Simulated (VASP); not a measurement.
Crystal: Ag.

```
Ag
1.0
     0.00000    2.84497    2.84497
     2.84497    0.00000    2.84497
     2.84497    2.84497    0.00000
Ag
2
Direct
  0.12500 0.12500 0.12500
  0.87500 0.87500 0.87500
```

This isn't the form of Ag at room conditions, which is fcc.

* Program: VASP 6.6.1
* Task: relaxation of cell and atoms
* Functional: PBE
* Potentials or basis: VASP PAW PBE potentials, release 64 (Ag)
* Cutoff: 600 eV
* k mesh: 10 × 10 × 10
* Occupations: fermi-dirac, width 0.1 eV
* Spin: no spin polarisation

At the start: pressure 16.8 GPa; volume 23.03 Å³/atom.

**Question.** Where does the relaxation end?

**Answer.** Over 4 steps the energy falls by 272.6 meV/atom and the volume is 30.03 Å³/atom (+30.4 %); space group Fd-3m (No. 227, to 0.1 Å) before and after.

The path:
| step | energy change (eV) | largest force (eV/Å) | pressure (GPa) | volume (Å³) |
| --- | --- | --- | --- | --- |
| 1 | 0.0000 | 0.0000 | 16.82 | 46.05 |
| 2 | -0.5224 | 0.0000 | -1.64 | 64.12 |
| 3 | -0.5448 | 0.0000 | 0.26 | 59.47 |
| 4 | -0.5452 | 0.0000 | -0.05 | 60.05 |

Final structure:
```
Ag
1.0
     0.00000    3.10817    3.10817
     3.10817    0.00000    3.10817
     3.10817    3.10817    0.00000
Ag
2
Direct
  0.12500 0.12500 0.12500
  0.87500 0.87500 0.87500
```

Caveat: the volume moved by over 15 % at a fixed basis, so the end points are rough.
